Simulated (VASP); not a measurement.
Write the native input for VASP 6.6.1 that does the following.

```
Task                   : relaxation of cell and atoms
Functional             : PBE
Potentials or basis    : VASP PAW PBE potentials, release 64 (Mg, C)
Cutoff                 : 600 eV
k mesh                 : 6 × 6 × 2
Occupations            : gaussian, width 0.1 eV
Spin                   : no spin polarisation
Dipole correction      : no
Further INCAR settings : ALGO = Normal; EDIFF = 1e-06; IBRION = 2; EDIFFG = -0.04; NSW = 90; ISIF = 3
```

The structure of MgC lies in POSCAR:

```
MgC
1.0
    3.2467629500      0.0000000000      0.0000000000
   -1.6233814800      2.8117792000      0.0000000000
    0.0000000000      0.0000000000     10.6986659300
Mg C
4 4
Direct
    0.0000000000      0.0000000000      0.0000000000
    0.3333333300      0.6666666700      0.2500000000
    0.0000000000      0.0000000000      0.5000000000
    0.6666666700      0.3333333300      0.7500000000
    0.6666666700      0.3333333300      0.1250000000
    0.6666666700      0.3333333300      0.3750000000
    0.3333333300      0.6666666700      0.6250000000
    0.3333333300      0.6666666700      0.8750000000
```

The input as run:

INCAR

```
PREC     = Accurate       # precision mode
ENCUT    = 600            # plane-wave cutoff, eV
EDIFF    = 1E-6           # SCF threshold, eV
ISMEAR   = 0              # smearing method
SIGMA    = 0.1            # smearing width, eV
LREAL    = False          # projectors in reciprocal space
LASPH    = True           # aspherical terms in the spheres
NELM     = 100            # most SCF steps
ALGO     = Normal         # electronic algorithm
ISIF     = 3              # what is computed and relaxed
LWAVE    = False          # write WAVECAR
LCHARG   = False          # write CHGCAR
GGA      = PE             # functional
IBRION   = 2              # ionic algorithm
NSW      = 90             # ionic steps
EDIFFG   = -0.04          # ionic threshold
```

KPOINTS

```
Automatic mesh
0
Gamma
  6 6 2
```

Potentials or basis: VASP PAW PBE potentials, release 64 (Mg, C).

The run is started by

```sh
$ cat potpaw_PBE.64/Mg/POTCAR potpaw_PBE.64/C/POTCAR > POTCAR
$ mpirun -np 1 vasp_std > vasp.out
```

Results of the run:

- Relaxed volume: 12.30 Å³/atom
- Relaxed cell: a = 3.544 Å, b = 3.544 Å, c = 9.044 Å, α = 90.00°, β = 90.00°, γ = 120.00°
- Space group after relaxing (to 0.05 Å): P6_3/mmc (No. 194)
- Energy gained by relaxing: 805.5 meV/atom
- Ionic steps: 25
- Pressure after relaxing: 0.2 GPa
- Largest force after relaxing: 0.016 eV/Å
- Band gap on the k mesh: zero (band 12 reaches 6.90 eV, above the bottom of band 13 at 3.67 eV)

Caveat: the k points lie up to 0.35 Å⁻¹ apart in the final cell.

It took 11 min on 1 thread of Intel(R) Xeon(R) Platinum 8259CL CPU @ 2.50GHz (Skylake/Cascade Lake), with other jobs on the host, peak memory 0.27 GiB.
